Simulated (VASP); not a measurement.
Runs of VASP 6.6.1 on F. The structure is that of space group C2/m (No. 12), or close to it. The cells are those of the table. 

```tsv
cell	gap on the mesh (eV)	pressure (GPa)	largest force (eV/Å)
a = 3.673, b = 3.673, c = 7.844 Å, angles 108.7, 108.7, 61.2°, 4 atoms	2.39	-3.6	1.64
a = 3.629, b = 3.629, c = 7.382 Å, angles 110.5, 110.5, 57.3°, 4 atoms	3.31	2.4	1.44
a = 3.384, b = 3.384, c = 7.439 Å, angles 107.7, 107.7, 63.7°, 4 atoms	(d)	1.5	0.91
a = 3.551, b = 3.551, c = 7.805 Å, angles 107.7, 107.7, 63.7°, 4 atoms	(b)	-3.3	(c)
a = 3.668, b = 3.668, c = 7.683 Å, angles 109.4, 109.4, 59.6°, 4 atoms	2.69	(a)	0.74
```

Alike in all rows: task single point; level PBEsol; potentials or basis VASP PAW PBE potentials, release 64 (F); no spin polarisation; k mesh 4 × 4 × 2; cutoff (eV) 520; smearing gaussian 0.05 eV.

Fill in the values left out.

(a) -1.9; (b) 2.42; (c) 1.45; (d) 3.07.

Caveats: all runs use coarse meshes; the PAW data sets were made with another functional, which shifts forces and pressure a little.

A k mesh can miss the band edges.
